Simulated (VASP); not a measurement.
Write the native input for VASP 6.6.1 that does the following.

```yaml
Task: single point
Functional: PBE
Potentials_or_basis: VASP PAW PBE potentials, release 64 (Y_sv)
Cutoff: 520 eV
k_mesh: 14 × 14 × 13
Occupations: fermi-dirac, width 0.05 eV
Spin: no spin polarisation
Dipole_correction: no
k_mesh_for_the_DOS: 21 × 21 × 20
Occupations_for_the_DOS: tetrahedron
Further_INCAR_settings: ALGO = Normal; EDIFF = 1e-07
```

Crystal: Y.

```xyz
1
Lattice="3.4216 0.0000 0.0000 -1.7108 2.9632 0.0000 0.0000 0.0000 3.3214" Properties=species:S:1:pos:R:3 pbc="T T T"
Y     0.0000    0.0000    0.0000
```

This isn't the form of Y at room conditions, which is hcp.

The input as run:

POSCAR

```
Y
1.0
    3.4216228213      0.0000000000      0.0000000000
   -1.7108114107      2.9632122854      0.0000000000
    0.0000000000      0.0000000000      3.3214189356
Y
1
Direct
    0.0000000000      0.0000000000      0.0000000000
```

INCAR.step1

```
PREC = Accurate ; ENCUT = 520
EDIFF = 1E-7 ; ISMEAR = -1
SIGMA = 0.05 ; LREAL = False
LASPH = True ; NELM = 60
ALGO = Normal ; ISIF = 2
LWAVE = False ; LCHARG = True
LMAXMIX = 4 ; GGA = PE
NBANDS = 12
```

KPOINTS.step1

```
regular mesh
0
Gamma
  14 14 13
```

INCAR.step2

```
PREC = Accurate ; ENCUT = 520
EDIFF = 1E-7 ; ISMEAR = -5
SIGMA = 0.05 ; LREAL = False
LASPH = True ; NELM = 60
ALGO = Normal ; ISIF = 2
LWAVE = False ; LCHARG = False
LMAXMIX = 4 ; GGA = PE
LORBIT = 10 ; NEDOS = 1001
ICHARG = 11
```

KPOINTS.step2

```
regular mesh
0
Gamma
  21 21 20
```

Potentials or basis: VASP PAW PBE potentials, release 64 (Y_sv).

The run is started by

```sh
$ cat potpaw_PBE.64/Y_sv/POTCAR > POTCAR
$ cp INCAR.step1 INCAR
$ cp KPOINTS.step1 KPOINTS
$ mpirun -np 1 vasp_std > vasp.out
$ cp INCAR.step2 INCAR
$ cp KPOINTS.step2 KPOINTS
$ mpirun -np 1 vasp_std > vasp.out
```

Results of the run:

The valence electrons inside the program's atomic spheres are Y 9.45.

Run time: 120 s on 1 thread of Intel Xeon 8259CL, on a shared host, peak memory 0.3 GiB.
